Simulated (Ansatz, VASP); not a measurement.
**One calculation of Rh, two programs**

The input INCAR:

```
PREC = Accurate ; ENCUT = 500
EDIFF = 1E-7 ; ISMEAR = 0
SIGMA = 0.1 ; LREAL = False
LASPH = True ; NELM = 120
ALGO = Normal ; ISIF = 3
LWAVE = False ; LCHARG = False
GGA = PS ; IBRION = 2
NSW = 90 ; EDIFFG = -0.04
GGA_COMPAT = False ; NELMIN = 4
```

KPOINTS

```
regular mesh
0
Gamma
  8 8 8
```

POSCAR

```
Rh
1.0
   -1.5592085237      1.5592085237      1.5592085237
    1.5592085237     -1.5592085237      1.5592085237
    1.5592085237      1.5592085237     -1.5592085237
Rh
1
Direct
    0.0000000000      0.0000000000      0.0000000000
```

Input for Ansatz:

```yaml
crystal:
  lattice:
    - [-1.5592085237, 1.5592085237, 1.5592085237]
    - [1.5592085237, -1.5592085237, 1.5592085237]
    - [1.5592085237, 1.5592085237, -1.5592085237]
  atoms:
    - { symbol: Rh, position: [0.0, 0.0, 0.0] }
basis:
  ecutwfc: 420
kpoints:
  mp_grid: { grid: [8, 8, 8] }
hamiltonian:
  xc: pbesol
scf:
  occupations: { method: gaussian, width: 0.1 }
  lower_state_search: "off"
output:
  forces: true
  stress: true
  eigenvalues: true
relax:
  adjacent_minimum: "off"
  f_tol: 0.04
  max_steps: 70
  cell: { stress_tol: 0.4 }
```

Alike in both runs: task relaxation of cell and atoms; functional PBEsol; k mesh 8 × 8 × 8; occupations gaussian, width 0.1 eV; no spin polarisation.

|  | VASP | Ansatz |
| --- | --- | --- |
| version | VASP 6.6.1 | Ansatz 0.2.0 |
| potentials or method | VASP PAW PBE potentials, release 64 (Rh_pv), cutoff 500 eV | scalar-relativistic, plane waves, PAW |
| valence electrons in the cell | 15 | 17 |

|  | VASP | Ansatz | Ansatz less VASP |
| --- | --- | --- | --- |
| gap on the k mesh at the Fermi level, each at its own relaxed structure (eV) | none | none | - |
| relaxed volume (Å³/atom) | 13.91 | 13.89 | -0.014 |
| relaxed cell length with the largest relative difference (Å) | 2.624 | 2.623 | -0.0009 |

VASP's potentials were made for PBE, not for PBEsol. A gap of «none» marks a metal or a gap that the smearing closes. VASP's potentials hold 15 valence electrons a cell and Ansatz's 17, so a difference there can come from the potentials and not from the codes.
